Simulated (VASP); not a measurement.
Crystal: B3MoP4.

```
CELL_PARAMETERS angstrom
5.05551 0.00000 0.00000
0.00000 5.05551 0.00000
0.00000 0.00000 5.05551
ATOMIC_POSITIONS crystal
B 0.50000 0.00000 0.00000
B 0.00000 0.50000 0.00000
B 0.00000 0.00000 0.50000
Mo 0.50000 0.50000 0.50000
P 0.29045 0.29045 0.29045
P 0.70955 0.70955 0.29045
P 0.70955 0.29045 0.70955
P 0.29045 0.70955 0.70955
```

The cell was generated, and may not be a known phase.

```yaml
Program: VASP 6.6.1
Task: relaxation of cell and atoms
Functional: PBE
Potentials_or_basis: VASP PAW PBE potentials, release 64 (B, Mo_sv, P)
Cutoff: 600 eV
k_mesh: 4 × 4 × 4
Occupations: gaussian, width 0.1 eV
Spin: no spin polarisation
```

At the start: pressure 33.1 GPa; volume 16.15 Å³/atom.

Q: Where does the relaxation end?

A: Over 12 steps the energy falls by 2170.9 meV/atom and the volume is 14.07 Å³/atom (-12.9 %); space group P-43m (No. 215, to 0.1 Å) before and after.

Step by step:
```tsv
step	energy change (eV)	largest force (eV/Å)	pressure (GPa)	volume (Å³)
1	0.0000	19.8092	33.11	129.21
2	-2.0692	2.2233	-18.38	202.22
3	-5.6358	2.7439	-21.33	187.30
4	-9.1855	2.6713	-23.63	174.35
5	-13.8896	1.5445	-19.05	150.65
6	-13.8934	2.4825	-16.93	148.05
7	-13.9134	2.0802	-17.86	149.12
8	-17.2709	0.5973	-4.13	117.24
9	-17.3647	0.1795	0.44	112.46
10	-17.3634	0.1164	1.16	111.80
11	-17.3645	0.1264	-0.86	113.27
12	-17.3669	0.0174	0.04	112.60
```

Final structure:
```cif
data_structure
_symmetry_space_group_name_H-M 'P 1'
_symmetry_Int_Tables_number 1
_cell_length_a 4.8288
_cell_length_b 4.8288
_cell_length_c 4.8288
_cell_angle_alpha 90.000
_cell_angle_beta 90.000
_cell_angle_gamma 90.000
_cell_volume 112.60
loop_
_atom_site_label
_atom_site_type_symbol
_atom_site_fract_x
_atom_site_fract_y
_atom_site_fract_z
_atom_site_occupancy
B1 B 0.50000 0.00000 0.00000 1
B2 B 0.00000 0.50000 0.00000 1
B3 B 0.00000 0.00000 0.50000 1
Mo1 Mo 0.50000 0.50000 0.50000 1
P1 P 0.23006 0.23006 0.23006 1
P2 P 0.76994 0.76994 0.23006 1
P3 P 0.76994 0.23006 0.76994 1
P4 P 0.23006 0.76994 0.76994 1
```

Caveat: an odd number of electrons without spin polarisation forces a metal; a magnetic or distorted state may lie lower.
